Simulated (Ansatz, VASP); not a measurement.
# Ga in VASP and in Ansatz

```
Ga
1.0
     3.94017   -2.40173    0.00000
     3.94017    2.40173    0.00000
     0.00000    0.00000    4.63314
Ga
4
Direct
  0.99031 0.33445 0.25000
  0.33445 0.99031 0.75000
  0.00968 0.66555 0.75000
  0.66555 0.00968 0.25000
```

Alike in both runs: task single point; functional LDA; k mesh 6 × 6 × 5; occupations fermi-dirac, width 0.05 eV; no spin polarisation.

```csv
,VASP,Ansatz
version,VASP 6.6.1,Ansatz 0.2.0
potentials or method,"VASP PAW LDA potentials, release 64 (Ga_d), cutoff 520 eV","plane waves, PAW"
valence electrons in the cell,52,52
```

```tsv
	VASP	Ansatz	Ansatz less VASP
pressure (GPa)	-5.9	-5.9	-0.07
traceless stress, the component that is largest in VASP (GPa)	0.32	0.33	+0.006
```

LDA's correlation is that of Perdew and Zunger in VASP and of Perdew and Wang (1992) in Ansatz.
